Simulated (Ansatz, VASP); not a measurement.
## One calculation of GaSi, two programs

```
Si Ga
1.0
     1.73942    3.01276    0.00000
    -1.73942    3.01276    0.00000
     0.00000    0.00000    5.70910
Si Ga
2 2
Direct
  0.66667 0.66666 0.00000
  0.33334 0.33333 0.50000
  0.66667 0.66666 0.37500
  0.33334 0.33333 0.87500
```

Alike in both runs: task single point; functional r2SCAN; k mesh 11 × 11 × 6; no spin polarisation.

|  | VASP | Ansatz |
| --- | --- | --- |
| version | VASP 6.6.1 | Ansatz 0.2.0 |
| potentials or method | VASP PAW PBE potentials, release 64 (Si, Ga_d), cutoff 520 eV | PAW plane waves |
| occupations | fermi-dirac, width 0.1 eV | fermi-dirac |
| valence electrons in the cell | 34 | 34 |

|  | VASP | Ansatz | Ansatz less VASP |
| --- | --- | --- | --- |
| rms of the force components (eV/Å) | 0.208 | 0.208 | +0.0001 |

VASP's potentials were made for PBE, not for r2SCAN. Atom by atom the forces differ by 0.000 eV/Å (rms over components). Ansatz's warnings: structure snapped to symmetry.
